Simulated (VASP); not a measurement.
# TiTe2 (R-3m) in VASP: a series of runs

The runs below take TiTe2 through single point, relaxation of cell and atoms, with r2SCAN, PBE+D3(BJ).

Program: VASP 6.6.1. These are calculated values, not measurements. Logs are shortened: lines on timing, memory, paths and dates and some standing lists are left out, and cuts for length are marked.

## Step 1: The cell of the first run

Symmetry: R-3m, No. 166, trigonal system. Conventional cell: a = 3.775 Å, b = 3.775 Å, c = 20.606 Å, α = 90.00°, β = 90.00°, γ = 120.00°. Ti (site symmetry -3m) has 6 Te at 2.77 Å within 3.6 Å. Te (site symmetry 3m) has 3 Ti at 2.77 Å within 3.6 Å.

## Step 2: Single point, r2SCAN

Contents of POSCAR:

```
TiTe2
1.0
    1.8876707787      1.0898472322      6.8686275405
   -1.8876707787      1.0898472322      6.8686275405
    0.0000000000     -2.1796944645      6.8686275405
Ti Te
1 2
Direct
    0.0000000000      0.0000000000      0.0000000000
    0.2506047205      0.2506047205      0.2506047205
    0.7493952795      0.7493952795      0.7493952795
```

Contents of INCAR.step1:

```
  PREC = Accurate
  ENCUT = 520
  ISMEAR = -1
  SIGMA = 0.02
  LREAL = F
  LASPH = T
  NELM = 80
  NBANDS = 19
  GGA = PE
  ALGO = Normal
  EDIFF = 1E-4
  LWAVE = T
  LCHARG = F
```

Contents of INCAR.step2:

```
  PREC = Accurate
  ENCUT = 520
  EDIFF = 1E-7
  ISMEAR = -1
  SIGMA = 0.02
  LREAL = F
  LASPH = T
  NELM = 80
  ALGO = Normal
  ISIF = 2
  LWAVE = F
  LCHARG = F
  METAGGA = R2SCAN
  LMIXTAU = T
  NBANDS = 19
  ISTART = 1
```

Contents of KPOINTS:

```
regular mesh
0
Gamma
  8 8 8
```

Potentials or basis: VASP PAW PBE potentials, release 64 (Ti_sv, Te).

Launch:

```bash
$ cat potpaw_PBE.64/Ti_sv/POTCAR potpaw_PBE.64/Te/POTCAR > POTCAR
$ cp INCAR.step1 INCAR
$ mpirun -np 1 vasp_std > vasp.out
$ cp INCAR.step2 INCAR
$ mpirun -np 1 vasp_std > vasp.out
```

OUTCAR:

```text
PREC = Accurate
   ENCUT = 520
   EDIFF = 1E-7
   ISMEAR = -1
   LREAL = F
   LASPH = T
   NELM = 80
   ISIF = 2
   METAGGA = R2SCAN
   ISTART = 1

 ion  position               nearest neighbor table
   1  0.000  0.000  0.000-   3 2.77   3 2.77   2 2.77   2 2.77   3 2.77   2 2.77
   2  0.251  0.251  0.251-   1 2.77   1 2.77   1 2.77
   3  0.749  0.749  0.749-   1 2.77   1 2.77   1 2.77

  LATTYP: Found a trigonal (rhomboedric) cell.
 ALAT       =     7.2061856934
 COS(alpha) =     0.8627628775

  Lattice vectors:

 A1 = (   1.8876707787,   1.0898472322,   6.8686275405)
 A2 = (  -1.8876707787,   1.0898472322,   6.8686275405)
 A3 = (   0.0000000000,  -2.1796944645,   6.8686275405)

Analysis of symmetry for initial positions (statically):
=====================================================================
 Subroutine PRICEL returns:
 Original cell was already a primitive cell.

 Routine SETGRP: Setting up the symmetry group for a
 trigonal (rhombohedral) supercell.

 Subroutine GETGRP returns: Found 12 space group operations
 (whereof 12 operations were pure point group operations)
 out of a pool of 12 trial point group operations.

The static configuration has the point symmetry D_3d.

Analysis of symmetry for dynamics (positions and initial velocities):
=====================================================================
 Subroutine PRICEL returns:
 Original cell was already a primitive cell.

 Routine SETGRP: Setting up the symmetry group for a
 trigonal (rhombohedral) supercell.

 Subroutine GETGRP returns: Found 12 space group operations
 (whereof 12 operations were pure point group operations)
 out of a pool of 12 trial point group operations.

The dynamic configuration has the point symmetry D_3d.

 Subroutine INISYM returns: Found 12 space group operations
 (whereof 12 operations are pure point group operations),
 and found     1 'primitive' translations

----------------------------------------------------------------------------------------

                                     Primitive cell

  volume of cell :      84.7838

  direct lattice vectors                    reciprocal lattice vectors
     1.887670779  1.089847232  6.868627541     0.264876697  0.152926632  0.048529831
    -1.887670779  1.089847232  6.868627541    -0.264876697  0.152926632  0.048529831
     0.000000000 -2.179694464  6.868627541     0.000000000 -0.305853264  0.048529831

  length of vectors
     7.206185693  7.206185693  7.206185693     0.309679453  0.309679453  0.309679453

  position of ions in fractional coordinates (direct lattice)
     0.000000000  0.000000000  0.000000000
     0.250604721  0.250604721  0.250604721
     0.749395279  0.749395279  0.749395279

  ion indices of the primitive-cell ions
   primitive index   ion index
                 1           1
                 2           2
                 3           3

----------------------------------------------------------------------------------------

 KPOINTS: regular mesh

Automatic generation of k-mesh.
 Grid dimensions read from file:
 generate k-points for:    8    8    8

 Generating k-lattice:

  Cartesian coordinates                     Fractional coordinates (reciprocal lattice)
     0.033109587  0.019115829  0.006066229     0.125000000  0.000000000  0.000000000
    -0.033109587  0.019115829  0.006066229     0.000000000  0.125000000  0.000000000
     0.000000000 -0.038231658  0.006066229     0.000000000  0.000000000  0.125000000

  Length of vectors
     0.038709932  0.038709932  0.038709932

  Shift w.r.t. Gamma in fractional coordinates (k-lattice)
     0.000000000  0.000000000  0.000000000

 Subroutine IBZKPT returns following result:
 ===========================================

 Found     65 irreducible k-points:

 Following reciprocal coordinates:
            Coordinates               Weight
  0.000000  0.000000  0.000000      1.000000
  0.125000  0.000000  0.000000      6.000000
  0.250000  0.000000  0.000000      6.000000
  0.375000  0.000000  0.000000      6.000000
  0.500000  0.000000  0.000000      3.000000
  0.125000  0.125000  0.000000      6.000000
[... 16 lines left out ...]
  0.250000  0.125000  0.125000      6.000000
  0.375000  0.125000  0.125000      6.000000
 [... further k-points ...]
   k-points           NKPTS =     65   k-points in BZ     NKDIM =     65   number of bands    NBANDS=     19
   number of dos      NEDOS =    301   number of ions     NIONS =      3
   total plane-waves  NPLWV = 157464
   dimension x,y,z NGX =    54 NGY =   54 NGZ =   54
   dimension x,y,z NGXF=   108 NGYF=  108 NGZF=  108
   ions per type =               1   2
   NGX,Y,Z   is equivalent  to a cutoff of  12.46, 12.46, 12.46 a.u.
   NGXF,Y,Z  is equivalent  to a cutoff of  24.92, 24.92, 24.92 a.u.
 SYSTEM =  unknown system
   PREC   = accura    normal or accurate (medium, high low for compatibility)
   ISTART =      1    job   : 0-new  1-cont  2-samecut
   ICHARG =      0    charge: 1-file 2-atom 10-const
   ISPIN  =      1    spin polarized calculation?
   LNONCOLLINEAR =      F non collinear calculations
   LSORBIT =      F    spin-orbit coupling
   LASPH  =      T    aspherical Exc in radial PAW
   ENCUT  =  520.0 eV  38.22 Ry    6.18 a.u.  13.40 13.40 13.40*2*pi/ulx,y,z
   NELM   =     80;   NELMIN=  2; NELMDL=  0     # of ELM steps
   EDIFF  = 0.1E-06   stopping-criterion for ELM
   LREAL  =      F    real-space projection
   EDIFFG = 0.1E-05   stopping-criterion for IOM
   NSW    =      0    number of steps for IOM
   IBRION =     -1    ionic relax: 0-MD 1-quasi-New 2-CG
   NFREE  =      0    steps in history (QN), initial steepest desc. (CG)
   ISIF   =      2    stress and relaxation
   ISYM   =      2    0-nonsym 1-usesym 2-fastsym
   POTIM  = 0.5000    time-step for ionic-motion
   TEBEG  =    0.0;   TEEND  =   0.0 temperature during run
   PSTRESS=    0.0 pullay stress
   NELECT =      24.0000    total number of electrons
   NUPDOWN=      -1.0000    fix difference up-down
   EMIN   =  10.00;   EMAX   =-10.00  energy-range for DOS
   EFERMI =   0.00;   METHOD = LEGACY
   ISMEAR =    -1;   SIGMA  =   0.02  broadening in eV -4-tet -1-fermi 0-gaus
   EFERMI_NEDOS =   21; number of points for ismear=-14 and -15
   IALGO  =     38    algorithm
   IMIX   =      4    mixing-type and parameters
     AMIX     =   0.40;   BMIX     =  1.00
     AMIX_MAG =   1.60;   BMIX_MAG =  1.00
  volume/ion in A,a.u.               =      28.26       190.72
  Fermi-wavevector in a.u.,A,eV,Ry     =   1.074915  2.031295 15.720753  1.155443
  Thomas-Fermi vector in A             =   2.210757
   LORBIT       =      0    0 simple, 1 ext, 2 COOP (PROOUT), +10 PAW based schemes
   METAGGA = R2SCAN    functional components
   LHFCALC =     F    Hartree Fock is set to
   AEXX    =    0.0000 exact exchange contribution
   IVDW    =     0    specifies the selected vdW correction
   LEPSILON=     F    determine dielectric tensor
   LRPA    =     F    only Hartree local field effects (RPA)
 non-spin polarized calculation
  energy-cutoff  :      520.00
  volume of cell :       84.78
 maximum number of plane-waves:      2302
 NGX is ok and might be reduce to    54
   NGX = 27   NGY = 27   NGZ = 27

 number of electron      24.0000002 magnetization

 Free energy of the ion-electron system (eV)
  ---------------------------------------------------
  ext. energy  EPLUGINS =         0.00000000
  ---------------------------------------------------
  free energy    TOTEN  =       -66.26112839 eV

  energy without entropy =      -66.25886059  energy(sigma->0) =      -66.25999449

 E-fermi :   6.0597     XC(G=0): -10.0042

 val. band max:        6.0516033659   @ k =  -0.3750   0.2500   0.2500
 cond. band min:       6.0733014267   @ k =  -0.2500   0.2500   0.2500
 fundamental gap:      0.0216980608
 Fermi energy:         6.0597481312

 k-point     1 :       0.0000    0.0000    0.0000
  band No.  band energies     occupation
      1     -53.9354      2.00000
      2     -29.1406      2.00000
      3     -29.1406      2.00000
      4     -29.1042      2.00000
      5      -6.6524      2.00000
      6      -5.3579      2.00000
[... 11 lines left out ...]
     18      11.9365      0.00000
     19      12.4328      0.00000

 k-point     2 :       0.1250    0.0000    0.0000
  band No.  band energies     occupation
      1     -53.9349      2.00000
      2     -29.1471      2.00000
      3     -29.1421      2.00000
      4     -29.1027      2.00000
      5      -6.4698      2.00000
      6      -5.2629      2.00000
[... 11 lines left out ...]
     18      12.6736      0.00000
     19      13.0295      0.00000

 k-point     3 :       0.2500    0.0000    0.0000
  band No.  band energies     occupation
      1     -53.9338      2.00000
      2     -29.1625      2.00000
      3     -29.1456      2.00000
      4     -29.0990      2.00000
      5      -5.9645      2.00000
      6      -5.0156      2.00000
[... 11 lines left out ...]
     18      12.1900      0.00000
     19      13.3672      0.00000

 k-point     4 :       0.3750    0.0000    0.0000
  band No.  band energies     occupation
      1     -53.9327      2.00000
      2     -29.1778      2.00000
      3     -29.1492      2.00000
      4     -29.0952      2.00000
      5      -5.3000      2.00000
      6      -4.7574      2.00000
[... 407 lines left out ...]
     18      11.9433      0.00000
     19      12.7260      0.00000

 k-point    23 :       0.2500    0.1250    0.1250
  band No.  band energies     occupation
      1     -53.9349      2.00000
      2     -29.1470      2.00000
      3     -29.1421      2.00000
      4     -29.1027      2.00000
      5      -6.4243      2.00000
      6      -5.3412      2.00000
[... 11 lines left out ...]
     18      12.7064      0.00000
     19      13.4257      0.00000

 k-point    24 :       0.3750    0.1250    0.1250
  band No.  band energies     occupation
      1     -53.9338      2.00000
      2     -29.1625      2.00000
      3     -29.1457      2.00000
      4     -29.0990      2.00000
      5      -5.9099      2.00000
      6      -5.0972      2.00000
[... 11 lines left out ...]
     18      12.3181      0.00000
     19      13.1872      0.00000

 [... further k-points ...]

------------------------ aborting loop because EDIFF is reached ----------------------------------------

  FORCE on cell =-STRESS in cart. coord.  units (eV):
  Direction    XX          YY          ZZ          XY          YZ          ZX
  --------------------------------------------------------------------------------------
  -------------------------------------------------------------------------------------
  Total        0.5827877      0.5827877      0.5303120      0.0000000     -0.0000000      0.0000000
  in kB       11.0130569     11.0130569     10.0214125      0.0000000     -0.0000000      0.0000000
  external PRESSURE =      10.6825087 kB  Pullay stress =       0.0000000 kB

 VOLUME and BASIS-vectors are now :
 -----------------------------------------------------------------------------
  energy-cutoff  :      520.00
  volume of cell :       84.78
      direct lattice vectors                 reciprocal lattice vectors
     1.887670779  1.089847232  6.868627541     0.264876697  0.152926632  0.048529831
    -1.887670779  1.089847232  6.868627541    -0.264876697  0.152926632  0.048529831
     0.000000000 -2.179694464  6.868627541     0.000000000 -0.305853264  0.048529831

 POSITION                                       TOTAL-FORCE (eV/Angst)
 -----------------------------------------------------------------------------------
      0.00000      0.00000      0.00000         0.000000      0.000000     -0.000000
      0.00000     -0.00000      5.16393        -0.000000     -0.000000      0.012522
      0.00000     -0.00000     15.44195        -0.000000      0.000000     -0.012522
 -----------------------------------------------------------------------------------
    total drift:                                0.000000      0.000000     -0.000000

  FREE ENERGIE OF THE ION-ELECTRON SYSTEM (eV)
  ---------------------------------------------------
  free  energy   TOTEN  =       -66.2611283950 eV

  energy  without entropy=      -66.2588605908  energy(sigma->0) =      -66.25999449
```

Run time: 11 min. Hardware: 1 thread of Intel Xeon 6975P-C (Granite Rapids), shared host; peak memory 0.49 GiB.

What came out:

```yaml
Free_energy: -66.2611 eV
Pressure: 1.1 GPa
Largest_force: 0.013 eV/Å
Band_gap_on_the_k_mesh: zero (bands 12 and 13 overlap by 0.59 eV)
```

Forces in eV/Å, atoms in the order of the input:
```
Ti   0.000  0.000  0.000
Te   0.000  0.000  0.013
Te   0.000  0.000 -0.013
```

Stress tensor (GPa, compression positive):
```
1.10 0.00 0.00
0.00 1.10 0.00
0.00 0.00 1.00
```

Caveat: the PAW data sets were made with another functional, which shifts forces and pressure a little; spin-orbit coupling is left out, which moves the levels of the heavy elements.

## Step 3: Relaxation of cell and atoms, PBE+D3(BJ)

This run uses another cell than the first one, of 38.04 Å³/atom.

Contents of INCAR:

```
PREC = Accurate
ENCUT = 600
EDIFF = 1E-6
ISMEAR = -1
SIGMA = 0.02
LREAL = False
LASPH = True
NELM = 100
ALGO = Normal
ISIF = 3
LWAVE = False
LCHARG = False
GGA = PE
IVDW = 12
IBRION = 2
NSW = 80
EDIFFG = -0.005
```

Contents of KPOINTS:

```
regular mesh
0
Gamma
  6 6 6
```

Contents of POSCAR:

```
TiTe2
1.0
    2.2256171200      1.2849606433      6.6504114880
   -2.2256171200      1.2849606433      6.6504114880
    0.0000000000     -2.5699212867      6.6504114880
Ti Te
1 2
Direct
    0.0000000000      0.0000000000      0.0000000000
    0.2426770009      0.2426770009      0.2426770009
    0.7573229991      0.7573229991      0.7573229991
```

Potentials or basis: VASP PAW PBE potentials, release 64 (Ti_sv, Te).

Launch:

```bash
$ cat potpaw_PBE.64/Ti_sv/POTCAR potpaw_PBE.64/Te/POTCAR > POTCAR
$ mpirun -np 1 vasp_std > vasp.out
```

Run time: 14 min. Hardware: 1 thread of Intel Xeon 6975P-C (Granite Rapids), shared host; peak memory 0.59 GiB.

Results (log left out):

- Free energy: -17.6192 eV
- Relaxed volume: 26.08 Å³/atom
- Relaxed cell: a = 6.965 Å, b = 6.965 Å, c = 6.965 Å, α = 30.73°, β = 30.73°, γ = 30.73°
- Space group after relaxing (to 0.1 Å): R-3m (No. 166)
- Energy gained by relaxing: 704.3 meV/atom
- Ionic steps: 14
- Pressure after relaxing: 0.0 GPa
- Band gap on the k mesh: zero (bands 12 and 13 overlap by 0.87 eV)
- Dispersion energy per atom: -0.504 eV

Forces in eV/Å, atoms in the order of the input:
```
Ti   0.000  0.000  0.000
Te   0.000  0.000 -0.002
Te   0.000  0.000  0.002
```

Step by step:
```csv
step,energy change (eV),largest force (eV/Å),pressure (GPa),volume (Å³)
1,0.0000,1.6587,-11.56,114.11
2,-1.8360,0.9599,5.60,74.47
3,-1.9174,0.2734,0.18,79.42
4,-2.0502,0.1509,0.30,78.34
5,-2.1059,0.0216,0.72,77.13
6,-2.1087,0.0104,0.78,76.78
7,-2.1089,0.0113,0.82,76.62
8,-2.1088,0.1862,-0.79,78.42
9,-2.1111,0.0884,0.00,77.50
10,-2.1119,0.0658,0.01,77.67
11,-2.1130,0.0005,0.05,78.17
12,-2.1130,0.0064,0.05,78.21
13,-2.1129,0.0119,-0.11,78.40
14,-2.1130,0.0020,0.00,78.25
```

Final structure:
```
CELL_PARAMETERS angstrom
1.84569 1.06561 6.63115
-1.84569 1.06561 6.63115
0.00000 -2.13122 6.63115
ATOMIC_POSITIONS crystal
Ti 0.00000 0.00000 0.00000
Te 0.24584 0.24584 0.24584
Te 0.75416 0.75416 0.75416
```

Levels at points of the mesh, in eV from the Fermi level:
| k point | band 10 | band 11 | band 12 | band 13 | band 14 | band 15 |
| --- | --- | --- | --- | --- | --- | --- |
| (0.00, 0.00, 0.00) | 0.39 | 0.42 | 0.57 | 0.57 | 1.48 | 1.48 |
| (0.50, 0.00, 0.00) | -1.88 | -1.82 | -0.33 | 0.04 | 1.41 | 1.80 |
| (0.50, 0.50, 0.00) | -1.63 | -1.58 | -0.81 | -0.29 | 1.41 | 1.70 |
| (0.50, 0.50, 0.50) | -1.33 | 0.58 | 0.58 | 1.04 | 1.17 | 1.17 |

Caveat: the volume moved by over 15 % at a fixed basis, so the end points are rough; spin-orbit coupling is left out, which moves the levels of the heavy elements.
